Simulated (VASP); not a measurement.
# As (Fm-3m) in VASP: a series of runs, part 2 of 3

VASP 6.6.1. The steps go on from the part before.

## (3) Single point, BLYP (volume scaled by 0.92)

INCAR

```
  AGGAC = 1.0
  AGGAX = 1.0
  ALDAC = 0.0
  ALDAX = 1.0
  ALGO = Normal
  EDIFF = 1E-7
  ENCUT = 520
  GGA = B5
  ISIF = 2
  ISMEAR = -1
  LASPH = T
  LCHARG = F
  LREAL = F
  LWAVE = F
  NBANDS = 8
  NELM = 100
  PREC = Accurate
  SIGMA = 0.1
```

KPOINTS

```
k-points
0
Gamma
  14 14 14
```

POSCAR

```
As
1.0
    0.0000000000      2.1446569270      2.1446569270
    2.1446569270      0.0000000000      2.1446569270
    2.1446569270      2.1446569270      0.0000000000
As
1
Direct
    0.0000000000      0.0000000000      0.0000000000
```

Potentials or basis: VASP PAW PBE potentials, release 64 (As).

Started as:

```bash
$ cat potpaw_PBE.64/As/POTCAR > POTCAR
$ mpirun -np 1 vasp_std > vasp.out
```

OUTCAR:

```text
EDIFF = 1E-7
   ENCUT = 520
   GGA = B5
   ISIF = 2
   ISMEAR = -1
   LASPH = T
   LREAL = F
   NELM = 100
   PREC = Accurate

 ion  position               nearest neighbor table
   1  0.000  0.000  0.000-

  LATTYP: Found a face centered cubic cell.
 ALAT       =     4.2893138540

  Lattice vectors:

 A1 = (   0.0000000000,   2.1446569270,   2.1446569270)
 A2 = (   2.1446569270,   0.0000000000,   2.1446569270)
 A3 = (   2.1446569270,   2.1446569270,   0.0000000000)

Analysis of symmetry for initial positions (statically):
=====================================================================
 Subroutine PRICEL returns:
 Original cell was already a primitive cell.

 Routine SETGRP: Setting up the symmetry group for a
 face centered cubic supercell.

 Subroutine GETGRP returns: Found 48 space group operations
 (whereof 48 operations were pure point group operations)
 out of a pool of 48 trial point group operations.

The static configuration has the point symmetry O_h .

Analysis of symmetry for dynamics (positions and initial velocities):
=====================================================================
 Subroutine PRICEL returns:
[... 153 lines left out ...]

 E-fermi :   6.6628     XC(G=0):  -9.9288

 val. band max:        6.6050860667   @ k =  -0.3571   0.2143   0.0714
 cond. band min:       6.6843909240   @ k =  -0.3571   0.3571   0.1429
 fundamental gap:      0.0793048573
 Fermi energy:         6.6628378681

 k-point     1 :       0.0000    0.0000    0.0000
  band No.  band energies     occupation
      1      -8.2253      2.00000
      2      11.8972      0.00000
      3      11.8972      0.00000
      4      11.8972      0.00000
      5      18.9502      0.00000
      6      18.9502      0.00000
      7      18.9502      0.00000
      8      20.4865      0.00000
[... 243 lines left out ...]
 k-point    24 :       0.2857    0.1429    0.0000
  band No.  band energies     occupation
      1      -6.5747      2.00000
      2       6.1566      1.98742
      3       9.5241      0.00000
      4       9.7462      0.00000
      5      16.0588      0.00000
      6      17.9012      0.00000
      7      21.2916      0.00000
      8      21.8228      0.00000

 [... further k-points ...]
[... 5 lines left out ...]
  --------------------------------------------------------------------------------------
  -------------------------------------------------------------------------------------
  Total        0.7581210      0.7581210      0.7581210     -0.0000000      0.0000000     -0.0000000
  in kB       61.5666675     61.5666675     61.5666675     -0.0000000      0.0000000     -0.0000000
  external PRESSURE =      61.5666675 kB  Pullay stress =       0.0000000 kB

 VOLUME and BASIS-vectors are now :
 -----------------------------------------------------------------------------
  energy-cutoff  :      520.00
  volume of cell :       19.73
      direct lattice vectors                 reciprocal lattice vectors
     0.000000000  2.144656927  2.144656927    -0.233137521  0.233137521  0.233137521
     2.144656927  0.000000000  2.144656927     0.233137521 -0.233137521  0.233137521
     2.144656927  2.144656927  0.000000000     0.233137521  0.233137521 -0.233137521

 POSITION                                       TOTAL-FORCE (eV/Angst)
 -----------------------------------------------------------------------------------
      0.00000      0.00000      0.00000        -0.000000      0.000000      0.000000
 -----------------------------------------------------------------------------------
    total drift:                                0.000000     -0.000000     -0.000000

  FREE ENERGIE OF THE ION-ELECTRON SYSTEM (eV)
  ---------------------------------------------------
  free  energy   TOTEN  =        -3.2459275566 eV

  energy  without entropy=       -3.2188621704  energy(sigma->0) =       -3.23239486
```

OSZICAR:

```text
N       E                     dE             d eps       ncg     rms          rms(c)
DAV:   1     0.311052299770E+01    0.31105E+01   -0.20722E+03  1672   0.466E+02
DAV:   2    -0.317856009205E+01   -0.62891E+01   -0.61769E+01  2328   0.490E+01
DAV:   3    -0.324541649814E+01   -0.66856E-01   -0.66568E-01  1888   0.530E+00
DAV:   4    -0.324546973376E+01   -0.53236E-04   -0.53236E-04  2608   0.168E-01
DAV:   5    -0.324546974387E+01   -0.10106E-07   -0.10002E-07  1968   0.158E-03    0.166E+00
DAV:   6    -0.324555292107E+01   -0.83177E-04   -0.33924E-04  2208   0.137E-01    0.992E-01
DAV:   7    -0.324590066024E+01   -0.34774E-03   -0.93741E-04  1952   0.229E-01    0.310E-02
DAV:   8    -0.324592726537E+01   -0.26605E-04   -0.28599E-05  2456   0.427E-02    0.331E-03
DAV:   9    -0.324592746900E+01   -0.20364E-06   -0.38733E-07  2064   0.497E-03    0.148E-03
DAV:  10    -0.324592755662E+01   -0.87616E-07   -0.33516E-08  1968   0.152E-03
   1 F= -.32459276E+01 E0= -.32323949E+01  d E =-.270654E-01
```

Run time: 10 s. Hardware: 1 thread of AMD EPYC 9R45 (Zen 5), shared host; peak memory 0.11 GiB.

What came out:

```yaml
Free_energy: -3.2459 eV
Pressure: 6.2 GPa
```

Levels at points of the mesh, in eV from the Fermi level:
```
           k point  band 1  band 2  band 3  band 4  band 5  band 6
(0.00, 0.00, 0.00)  -14.89    5.23    5.23    5.23   12.29   12.29
(0.50, 0.00, 0.00)  -10.80   -6.43    3.63    3.63    9.64   11.31
(0.50, 0.50, 0.00)   -9.10   -5.43    0.39    0.39    5.31    5.91
```

Caveat: the PAW data sets were made with another functional, which shifts forces and pressure a little.

## (4) Single point, BLYP (volume scaled by 0.96)

INCAR

```
PREC = Accurate
ENCUT = 520
EDIFF = 1E-7
ISMEAR = -1
SIGMA = 0.1
LREAL = False
LASPH = True
NELM = 100
ALGO = Normal
ISIF = 2
LWAVE = False
LCHARG = False
GGA = B5
ALDAX = 1.0
AGGAX = 1.0
AGGAC = 1.0
ALDAC = 0.0
NBANDS = 8
```

KPOINTS

```
Automatic mesh
0
Gamma
  14 14 14
```

POSCAR

```
As
1.0
    0.0000000000      2.1752990230      2.1752990230
    2.1752990230      0.0000000000      2.1752990230
    2.1752990230      2.1752990230      0.0000000000
As
1
Direct
    0.0000000000      0.0000000000      0.0000000000
```

Potentials or basis: VASP PAW PBE potentials, release 64 (As).

Started as:

```bash
$ cat potpaw_PBE.64/As/POTCAR > POTCAR
$ mpirun -np 1 vasp_std > vasp.out
```

OUTCAR:

```text
PREC = Accurate
   ENCUT = 520
   EDIFF = 1E-7
   ISMEAR = -1
   LREAL = False
   LASPH = True
   NELM = 100
   ISIF = 2
   GGA = B5

 ion  position               nearest neighbor table
   1  0.000  0.000  0.000-

  LATTYP: Found a face centered cubic cell.
 ALAT       =     4.3505980460

  Lattice vectors:

 A1 = (   0.0000000000,   2.1752990230,   2.1752990230)
 A2 = (   2.1752990230,   0.0000000000,   2.1752990230)
 A3 = (   2.1752990230,   2.1752990230,   0.0000000000)

Analysis of symmetry for initial positions (statically):
=====================================================================
 Subroutine PRICEL returns:
 Original cell was already a primitive cell.

 Routine SETGRP: Setting up the symmetry group for a
 face centered cubic supercell.

 Subroutine GETGRP returns: Found 48 space group operations
 (whereof 48 operations were pure point group operations)
 out of a pool of 48 trial point group operations.

The static configuration has the point symmetry O_h .

Analysis of symmetry for dynamics (positions and initial velocities):
[... 151 lines left out ...]
  ---------------------------------------------------
  free energy    TOTEN  =        -3.26974076 eV

  energy without entropy =       -3.24193732  energy(sigma->0) =       -3.25583904

 E-fermi :   6.1884     XC(G=0):  -9.7465

 val. band max:        6.1174019462   @ k =  -0.3571   0.2143   0.0714
 cond. band min:       6.2271311057   @ k =   0.2143   0.0000   0.0000
 fundamental gap:      0.1097291596
 Fermi energy:         6.1883918020

 k-point     1 :       0.0000    0.0000    0.0000
  band No.  band energies     occupation
      1      -8.3377      2.00000
      2      11.1173      0.00000
      3      11.1173      0.00000
      4      11.1173      0.00000
      5      18.3223      0.00000
      6      18.3223      0.00000
      7      18.3223      0.00000
      8      19.3571      0.00000
[... 243 lines left out ...]
 k-point    24 :       0.2857    0.1429    0.0000
  band No.  band energies     occupation
      1      -6.7616      2.00000
      2       5.6394      1.99178
      3       8.9088      0.00000
      4       9.0937      0.00000
      5      15.5040      0.00000
      6      17.2749      0.00000
      7      20.4470      0.00000
      8      21.0408      0.00000

 [... further k-points ...]
[... 5 lines left out ...]
  --------------------------------------------------------------------------------------
  -------------------------------------------------------------------------------------
  Total        0.3664679      0.3664679      0.3664679     -0.0000000     -0.0000000      0.0000000
  in kB       28.5206613     28.5206613     28.5206613     -0.0000000     -0.0000000      0.0000000
  external PRESSURE =      28.5206613 kB  Pullay stress =       0.0000000 kB

 VOLUME and BASIS-vectors are now :
 -----------------------------------------------------------------------------
  energy-cutoff  :      520.00
  volume of cell :       20.59
      direct lattice vectors                 reciprocal lattice vectors
     0.000000000  2.175299023  2.175299023    -0.229853457  0.229853457  0.229853457
     2.175299023  0.000000000  2.175299023     0.229853457 -0.229853457  0.229853457
     2.175299023  2.175299023  0.000000000     0.229853457  0.229853457 -0.229853457

 POSITION                                       TOTAL-FORCE (eV/Angst)
 -----------------------------------------------------------------------------------
      0.00000      0.00000      0.00000         0.000000     -0.000000      0.000000
 -----------------------------------------------------------------------------------
    total drift:                               -0.000000      0.000000     -0.000000

  FREE ENERGIE OF THE ION-ELECTRON SYSTEM (eV)
  ---------------------------------------------------
  free  energy   TOTEN  =        -3.2697407647 eV

  energy  without entropy=       -3.2419373236  energy(sigma->0) =       -3.25583904
```

Wall time 11 s (1 thread of AMD EPYC 9R45 (Zen 5), shared host); peak memory 0.11 GiB.

Results:

```yaml
Free_energy: -3.2697 eV
Pressure: 2.9 GPa
```

Levels at points of the mesh, in eV from the Fermi level:
```csv
k point,band 1,band 2,band 3,band 4,band 5,band 6
"(0.00, 0.00, 0.00)",-14.53,4.93,4.93,4.93,12.13,12.13
"(0.50, 0.00, 0.00)",-10.70,-6.13,3.43,3.43,9.38,11.19
"(0.50, 0.50, 0.00)",-9.12,-5.18,0.38,0.38,5.30,5.96
```

Caveat: the PAW data sets were made with another functional, which shifts forces and pressure a little.

[end of part 2 of 3]
